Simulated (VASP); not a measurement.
# TaSi2 in VASP: further runs

TaSi2 is run at these levels: PBE; tasks: single point, relaxation of cell and atoms.

Everything below comes from runs of VASP 6.6.1. Logs are shortened: lines on timing, memory, paths and dates and some standing lists are left out, and cuts for length are marked.

### Step 1. The cell of the first run

The typed cell holds 3 atoms: a = 4.431 Å, b = 4.431 Å, c = 2.612 Å, α = 90.00°, β = 90.00°, γ = 119.96°.

The cell was generated, and may not be a known phase.

### Step 2. Single point, PBE

File INCAR:

```
  PREC = Accurate
  ENCUT = 520
  EDIFF = 1E-6
  ISMEAR = 0
  SIGMA = 0.1
  LREAL = False
  LASPH = True
  NELM = 60
  ALGO = Normal
  ISIF = 2
  LWAVE = False
  LCHARG = True
  GGA = PE
  LELF = True
  LVHAR = True
  NBANDS = 16
```

File KPOINTS:

```
regular mesh
0
Gamma
  4 4 6
```

File POSCAR:

```
TaSi2
1.0
    2.2169558901     -3.8370822382      0.0000000000
    2.2169558901      3.8370822382      0.0000000000
    0.0000000000      0.0000000000      2.6117938701
Ta Si
1 2
Direct
    0.5000000000      0.5000000000      0.0000000000
    0.8332732041      0.1667267959      0.5000000000
    0.1667267959      0.8332732041      0.5000000000
```

Potentials or basis: VASP PAW PBE potentials, release 64 (Ta_pv, Si).

On the command line:

```
$ cat potpaw_PBE.64/Ta_pv/POTCAR potpaw_PBE.64/Si/POTCAR > POTCAR
$ mpirun -np 1 vasp_std > vasp.out
```

OUTCAR:

```text
PREC = Accurate
   ENCUT = 520
   EDIFF = 1E-6
   ISMEAR = 0
   LREAL = False
   LASPH = True
   NELM = 60
   ISIF = 2
   GGA = PE

 ion  position               nearest neighbor table
   1  0.500  0.500  0.000-   2 2.87   3 2.87   2 2.87   3 2.87   3 2.87   3 2.87   2 2.87   2 2.87
                             3 2.87   3 2.87   2 2.87   2 2.87
   2  0.833  0.167  0.500-   3 2.56   3 2.56   3 2.56   1 2.87   1 2.87   1 2.87   1 2.87   1 2.87
                             1 2.87
   3  0.167  0.833  0.500-   2 2.56   2 2.56   2 2.56   1 2.87   1 2.87   1 2.87   1 2.87   1 2.87
                             1 2.87

  LATTYP: Found a base centered orthorhombic cell.
 ALAT       =     4.4339117802
 B/A-ratio  =     1.7307887159
 C/A-ratio  =     0.5890495796

  Lattice vectors:

 A1 = (   2.2169558901,  -3.8370822382,   0.0000000000)
 A2 = (   2.2169558901,   3.8370822382,   0.0000000000)
 A3 = (   0.0000000000,   0.0000000000,   2.6117938701)

Analysis of symmetry for initial positions (statically):
=====================================================================
 Subroutine PRICEL returns:
 Original cell was already a primitive cell.

 Routine SETGRP: Setting up the symmetry group for a
 base centered orthorhombic supercell.

 Subroutine GETGRP returns: Found  8 space group operations
 (whereof  8 operations were pure point group operations)
 out of a pool of  8 trial point group operations.

The static configuration has the point symmetry D_2h.

Analysis of symmetry for dynamics (positions and initial velocities):
=====================================================================
 Subroutine PRICEL returns:
 Original cell was already a primitive cell.

 Routine SETGRP: Setting up the symmetry group for a
 base centered orthorhombic supercell.

 Subroutine GETGRP returns: Found  8 space group operations
 (whereof  8 operations were pure point group operations)
 out of a pool of  8 trial point group operations.

The dynamic configuration has the point symmetry D_2h.

 Subroutine INISYM returns: Found  8 space group operations
 (whereof  8 operations are pure point group operations),
 and found     1 'primitive' translations

----------------------------------------------------------------------------------------

                                     Primitive cell

  volume of cell :      44.4352

  direct lattice vectors                    reciprocal lattice vectors
     2.216955890 -3.837082238  0.000000000     0.225534483 -0.130307345  0.000000000
     2.216955890  3.837082238  0.000000000     0.225534483  0.130307345  0.000000000
     0.000000000  0.000000000  2.611793870     0.000000000  0.000000000  0.382878607

  length of vectors
     4.431488861  4.431488861  2.611793870     0.260472277  0.260472277  0.382878607

  position of ions in fractional coordinates (direct lattice)
     0.500000000  0.500000000  0.000000000
     0.833273204  0.166726796  0.500000000
     0.166726796  0.833273204  0.500000000

  ion indices of the primitive-cell ions
   primitive index   ion index
                 1           1
                 2           2
                 3           3

----------------------------------------------------------------------------------------

 KPOINTS: regular mesh

Automatic generation of k-mesh.
 Grid dimensions read from file:
 generate k-points for:    4    4    6

 Generating k-lattice:

  Cartesian coordinates                     Fractional coordinates (reciprocal lattice)
     0.056383621 -0.032576836  0.000000000     0.250000000  0.000000000  0.000000000
     0.056383621  0.032576836  0.000000000     0.000000000  0.250000000  0.000000000
     0.000000000  0.000000000  0.063813101     0.000000000  0.000000000  0.166666667

  Length of vectors
     0.065118069  0.065118069  0.063813101

  Shift w.r.t. Gamma in fractional coordinates (k-lattice)
     0.000000000  0.000000000  0.000000000

 Subroutine IBZKPT returns following result:
 ===========================================

 Found     28 irreducible k-points:

 Following reciprocal coordinates:
            Coordinates               Weight
  0.000000  0.000000  0.000000      1.000000
  0.250000  0.000000  0.000000      4.000000
  0.500000  0.000000  0.000000      2.000000
  0.250000  0.250000  0.000000      2.000000
  0.500000  0.250000  0.000000      4.000000
 -0.250000  0.250000  0.000000      2.000000
[... 16 lines left out ...]
  0.250000  0.000000  0.500000      4.000000
  0.500000  0.000000  0.500000      2.000000
 [... further k-points ...]
   k-points           NKPTS =     28   k-points in BZ     NKDIM =     28   number of bands    NBANDS=     16
   number of dos      NEDOS =    301   number of ions     NIONS =      3
   total plane-waves  NPLWV =  25920
   dimension x,y,z NGX =    36 NGY =   36 NGZ =   20
   dimension x,y,z NGXF=    72 NGYF=   72 NGZF=   40
   ions per type =               1   2
   NGX,Y,Z   is equivalent  to a cutoff of  13.51, 13.51, 12.73 a.u.
[... 65 lines left out ...]
 Fermi energy:         9.5694578088

 k-point     1 :       0.0000    0.0000    0.0000
  band No.  band energies     occupation
      1     -25.1712      2.00000
      2     -25.1707      2.00000
      3     -24.2510      2.00000
      4      -4.1745      2.00000
      5       3.4065      2.00000
      6       3.4120      2.00000
[... 8 lines left out ...]
     15      14.8606      0.00000
     16      15.6045      0.00000

 k-point     2 :       0.2500    0.0000    0.0000
  band No.  band energies     occupation
      1     -25.1809      2.00000
      2     -25.1731      2.00000
      3     -24.2507      2.00000
      4      -3.4878      2.00000
      5       0.7527      2.00000
      6       3.6757      2.00000
[... 8 lines left out ...]
     15      16.3638      0.00000
     16      16.8116      0.00000

 k-point     3 :       0.5000    0.0000    0.0000
  band No.  band energies     occupation
      1     -25.1907      2.00000
      2     -25.1753      2.00000
      3     -24.2504      2.00000
      4      -1.9322      2.00000
      5      -1.3471      2.00000
      6       3.7870      2.00000
[... 8 lines left out ...]
     15      15.2507      0.00000
     16      17.9840      0.00000

 k-point     4 :       0.2500    0.2500    0.0000
  band No.  band energies     occupation
      1     -25.1871      2.00000
      2     -25.1791      2.00000
      3     -24.2504      2.00000
      4      -2.2772      2.00000
      5      -0.6041      2.00000
      6       2.0027      2.00000
[... 8 lines left out ...]
     15      16.1756      0.00000
     16      18.2958      0.00000

 k-point     5 :       0.5000    0.2500    0.0000
  band No.  band energies     occupation
      1     -25.1868      2.00000
      2     -25.1794      2.00000
      3     -24.2504      2.00000
      4      -2.2752      2.00000
      5      -0.6045      2.00000
      6       2.0014      2.00000
[... 8 lines left out ...]
     15      16.1830      0.00000
     16      18.2997      0.00000

 k-point     6 :      -0.2500    0.2500    0.0000
  band No.  band energies     occupation
      1     -25.1806      2.00000
      2     -25.1735      2.00000
      3     -24.2507      2.00000
      4      -3.4870      2.00000
      5       0.7552      2.00000
      6       3.6708      2.00000
[... 8 lines left out ...]
     15      16.3671      0.00000
     16      16.8139      0.00000
[... 267 lines left out ...]
 k-point    21 :       0.5000    0.5000    0.3333
  band No.  band energies     occupation
      1     -25.5840      2.00000
      2     -25.0176      2.00000
      3     -25.0077      2.00000
      4      -0.1986      2.00000
      5       1.0815      2.00000
      6       4.3778      2.00000
[... 8 lines left out ...]
     15      14.6946      0.00000
     16      15.2912      0.00000

 k-point    22 :       0.0000    0.0000    0.5000
  band No.  band energies     occupation
      1     -25.9877      2.00000
      2     -24.9472      2.00000
      3     -24.9466      2.00000
      4       0.7086      2.00000
      5       1.7916      2.00000
      6       5.5578      2.00000
[... 8 lines left out ...]
     15      16.1879      0.00000
     16      16.1906      0.00000

 k-point    23 :       0.2500    0.0000    0.5000
  band No.  band energies     occupation
      1     -25.9860      2.00000
      2     -24.9531      2.00000
      3     -24.9483      2.00000
      4       0.7870      2.00000
      5       2.4839      2.00000
      6       4.6313      2.00000
[... 8 lines left out ...]
     15      13.8588      0.00000
     16      14.5473      0.00000

 k-point    24 :       0.5000    0.0000    0.5000
  band No.  band energies     occupation
      1     -25.9843      2.00000
      2     -24.9590      2.00000
      3     -24.9498      2.00000
      4       0.9525      2.00000
      5       3.6198      2.00000
      6       4.0647      2.00000
[... 8 lines left out ...]
     15      14.1014      0.00000
     16      15.4295      0.00000

 [... further k-points ...]

------------------------ aborting loop because EDIFF is reached ----------------------------------------

  FORCE on cell =-STRESS in cart. coord.  units (eV):
  Direction    XX          YY          ZZ          XY          YZ          ZX
  --------------------------------------------------------------------------------------
  -------------------------------------------------------------------------------------
  Total        0.0413766      0.0828369     -0.0171945      0.0000000      0.0000000      0.0000000
  in kB        1.4918964      2.9868096     -0.6199744      0.0000000      0.0000000      0.0000000
  external PRESSURE =       1.2862439 kB  Pullay stress =       0.0000000 kB

 VOLUME and BASIS-vectors are now :
 -----------------------------------------------------------------------------
  energy-cutoff  :      520.00
  volume of cell :       44.44
      direct lattice vectors                 reciprocal lattice vectors
     2.216955890 -3.837082238  0.000000000     0.225534483 -0.130307345  0.000000000
     2.216955890  3.837082238  0.000000000     0.225534483  0.130307345  0.000000000
     0.000000000  0.000000000  2.611793870     0.000000000  0.000000000  0.382878607

 POSITION                                       TOTAL-FORCE (eV/Angst)
 -----------------------------------------------------------------------------------
      2.21696      0.00000      0.00000         0.000000      0.000000      0.000000
      2.21696     -2.55759      1.30590        -0.000000     -0.003353      0.000000
      2.21696      2.55759      1.30590        -0.000000      0.003353     -0.000000
 -----------------------------------------------------------------------------------
    total drift:                                0.000000      0.000000      0.000000

  FREE ENERGIE OF THE ION-ELECTRON SYSTEM (eV)
  ---------------------------------------------------
  free  energy   TOTEN  =       -22.5823028084 eV

  energy  without entropy=      -22.5777168166  energy(sigma->0) =      -22.58000981
```

Wall time 23 s (1 thread of Intel Xeon 8259CL, shared host); peak memory 0.17 GiB.

Results:

```
Free energy            : -22.5823 eV
Pressure               : 0.1 GPa
Largest force          : 0.003 eV/Å
Band gap on the k mesh : zero (an odd number of electrons rules out a gap without spin polarisation)
```

Forces in eV/Å, atoms in the order of the input:
```
Ta   0.000  0.000  0.000
Si   0.000 -0.003  0.000
Si   0.000  0.003  0.000
```

Stress tensor (GPa, compression positive):
```
 0.15  0.00  0.00
 0.00  0.30  0.00
 0.00  0.00 -0.06
```

Caveat: the k points lie up to 0.41 Å⁻¹ apart, too coarse for converged energies and pressures of a metal; spin-orbit coupling is left out, which moves the levels of the heavy elements.

### Step 3. Single point, PBE

This run uses another cell than the first one, of 14.85 Å³/atom.

File INCAR:

```
PREC = Accurate ; ENCUT = 520
EDIFF = 1E-7 ; ISMEAR = 0
SIGMA = 0.1 ; LREAL = F
LASPH = T ; NELM = 60
ALGO = Normal ; ISIF = 2
LWAVE = F ; LCHARG = F
GGA = PE ; NBANDS = 16
```

File KPOINTS:

```
Automatic mesh
0
Gamma
  12 12 18
```

File POSCAR:

```
TaSi2
1.0
    4.4075040954      0.0000000000      0.0000000000
   -2.2037520477      3.8170105139      0.0000000000
    0.0000000000      0.0000000000      2.6489483334
Ta Si
1 2
Direct
    0.0000000000      0.0000000000      0.0000000000
    0.6666666667      0.3333333333      0.5000000000
    0.3333333333      0.6666666667      0.5000000000
```

Potentials or basis: VASP PAW PBE potentials, release 64 (Ta_pv, Si).

On the command line:

```
$ cat potpaw_PBE.64/Ta_pv/POTCAR potpaw_PBE.64/Si/POTCAR > POTCAR
$ mpirun -np 1 vasp_std > vasp.out
```

Run time: 2.7 min. Hardware: 1 thread of Intel Xeon 8259CL, shared host; peak memory 0.27 GiB.

Results (log left out):

```
Free energy            : -22.5932 eV
Pressure               : 0.1 GPa
Band gap on the k mesh : zero (an odd number of electrons rules out a gap without spin polarisation)
```

Levels at points of the mesh, in eV from the Fermi level:
```tsv
k point	band 7	band 8	band 9	band 10	band 11	band 12	band 13	band 14
(0.00, 0.00, 0.00)	-5.22	-3.69	-0.96	-0.96	3.69	3.69	4.64	4.64
(0.50, 0.00, 0.00)	-5.34	-2.07	-1.51	2.71	3.03	3.23	3.52	5.36
(0.00, 0.00, 0.50)	-3.84	-1.47	-1.47	-1.15	-1.15	-0.99	0.49	6.58
(0.50, 0.00, 0.50)	-5.20	-5.13	0.07	0.68	0.95	1.69	2.13	2.48
```

Caveat: spin-orbit coupling is left out, which moves the levels of the heavy elements.

### Step 4. Single point, PBE

This run uses another cell than the first one, of 14.85 Å³/atom.

File INCAR:

```
SYSTEM = TaSi2
  ALGO = Normal
  EDIFF = 1E-6
  ENCUT = 520
  GGA = PE
  ISIF = 2
  ISMEAR = 0
  LASPH = .True.
  LCHARG = .False.
  LREAL = .False.
  LWAVE = .False.
  NBANDS = 16
  NELM = 100
  PREC = Accurate
  SIGMA = 0.1
```

File KPOINTS:

```
k-points
0
Gamma
  12 12 18
  0 0 0
```

POSCAR is that of step 3.

On the command line:

```
$ cat potpaw_PBE.64/Ta_pv/POTCAR potpaw_PBE.64/Si/POTCAR > POTCAR
$ mpirun -np 1 vasp_std > vasp.out
```

Run time: 2.6 min. Hardware: 1 thread of Intel Xeon 8259CL, shared host; peak memory 0.27 GiB.

Results (log left out):

* Free energy: -22.5932 eV
* Pressure: 0.1 GPa
* Band gap on the k mesh: zero (an odd number of electrons rules out a gap without spin polarisation)

Levels at points of the mesh, in eV from the Fermi level:
```tsv
k point	band 6	band 7	band 8	band 9	band 10	band 11	band 12	band 13	band 14	band 15
(0.00, 0.00, 0.00)	-5.92	-5.22	-3.69	-0.96	-0.96	3.69	3.69	4.64	4.64	5.67
(0.50, 0.00, 0.00)	-5.57	-5.34	-2.07	-1.51	2.71	3.03	3.23	3.52	5.36	5.87
(0.00, 0.00, 0.50)	-3.84	-3.84	-1.47	-1.47	-1.15	-1.15	-0.99	0.49	6.58	6.85
(0.50, 0.00, 0.50)	-5.27	-5.20	-5.13	0.07	0.68	0.95	1.69	2.13	2.48	4.75
```

Caveat: spin-orbit coupling is left out, which moves the levels of the heavy elements.

### Step 5. Relaxation of cell and atoms, PBE

File INCAR:

```
ALGO = Normal ; EDIFF = 1E-7
EDIFFG = -0.01 ; ENCUT = 600
GGA = PE ; IBRION = 2
ISIF = 3 ; ISMEAR = 0
LASPH = T ; LCHARG = F
LREAL = F ; LWAVE = F
NELM = 80 ; NSW = 100
PREC = Accurate ; SIGMA = 0.1
```

File KPOINTS:

```
k-points
0
Gamma
  12 12 18
```

File POSCAR:

```
TaSi2
1.0
    4.4327003204      0.0000000000      0.0000000000
   -2.2163501602      3.8388310848      0.0000000000
    0.0000000000      0.0000000000      2.6117938701
Ta Si
1 2
Direct
    0.0000000000      0.0000000000      0.0000000000
    0.6666666667      0.3333333333      0.5000000000
    0.3333333333      0.6666666667      0.5000000000
```

On the command line:

```
$ cat potpaw_PBE.64/Ta_pv/POTCAR potpaw_PBE.64/Si/POTCAR > POTCAR
$ mpirun -np 1 vasp_std > vasp.out
```

Run time: 9.5 min. Hardware: 1 thread of Intel Xeon 8259CL, shared host; peak memory 0.3 GiB.

The run converged. Its results:

| Property | Result |
| --- | --- |
| Free energy | -22.5939 eV |
| Relaxed volume | 14.86 Å³/atom |
| Relaxed cell | a = 4.409 Å, b = 4.409 Å, c = 2.649 Å, α = 90.00°, β = 90.00°, γ = 120.00° |
| Space group after relaxing (to 0.1 Å) | P6/mmm (No. 191) |
| Energy gained by relaxing | 3.6 meV/atom |
| Ionic steps | 5 |
| Pressure after relaxing | 0.0 GPa |
| Band gap on the k mesh | zero (an odd number of electrons rules out a gap without spin polarisation) |

The path:
```tsv
step	energy change (eV)	largest force (eV/Å)	pressure (GPa)	volume (Å³)
1	0.0000	0.0000	1.15	44.44
2	-0.0065	0.0000	-1.95	45.12
3	-0.0096	0.0000	-0.87	44.87
4	-0.0104	0.0000	0.47	44.45
5	-0.0107	0.0000	0.00	44.59
```

Final structure:
```
Ta Si
1.0
     4.40875    0.00000    0.00000
    -2.20437    3.81809    0.00000
     0.00000    0.00000    2.64924
Ta Si
1 2
Direct
  0.00000 0.00000 0.00000
  0.66667 0.33333 0.50000
  0.33333 0.66667 0.50000
```

Levels at points of the mesh, in eV from the Fermi level:
```
           k point  band 7  band 8  band 9  band 10  band 11  band 12  band 13
(0.00, 0.00, 0.00)   -5.22   -3.69   -0.96    -0.96     3.69     3.69     4.64
(0.50, 0.00, 0.00)   -5.34   -2.07   -1.51     2.71     3.03     3.22     3.51
(0.00, 0.00, 0.50)   -3.83   -1.47   -1.47    -1.15    -1.15    -0.99     0.48
(0.50, 0.00, 0.50)   -5.19   -5.12    0.07     0.68     0.95     1.69     2.13
```

Caveat: spin-orbit coupling is left out, which moves the levels of the heavy elements.

### Step 6. The runs side by side

| task | cell | k mesh | cutoff (eV) | gap on the mesh (eV) | pressure (GPa) |
| --- | --- | --- | --- | --- | --- |
| single point | a = 4.431, b = 4.431, c = 2.612 Å, angles 90.0, 90.0, 120.0°, 3 atoms | 4 × 4 × 6 | 520 | none | 0.1 |
| single point | a = 4.408, b = 4.408, c = 2.649 Å, angles 90.0, 90.0, 120.0°, 3 atoms | 12 × 12 × 18 | 520 | none | 0.1 |
| relaxation of cell and atoms | relaxed from a = 4.433, b = 4.433, c = 2.612 Å, angles 90.0, 90.0, 120.0°, 3 atoms | 12 × 12 × 18 | 600 | none | 0.0 |

Alike in all rows: level PBE; potentials or basis VASP PAW PBE potentials, release 64 (Ta_pv, Si); no spin polarisation; smearing gaussian 0.1 eV.

Caveats: some runs use coarse meshes; spin-orbit coupling is left out, which moves the levels of the heavy elements.

Total energies depend on the potentials used, so only differences within one code and one set of settings carry meaning.
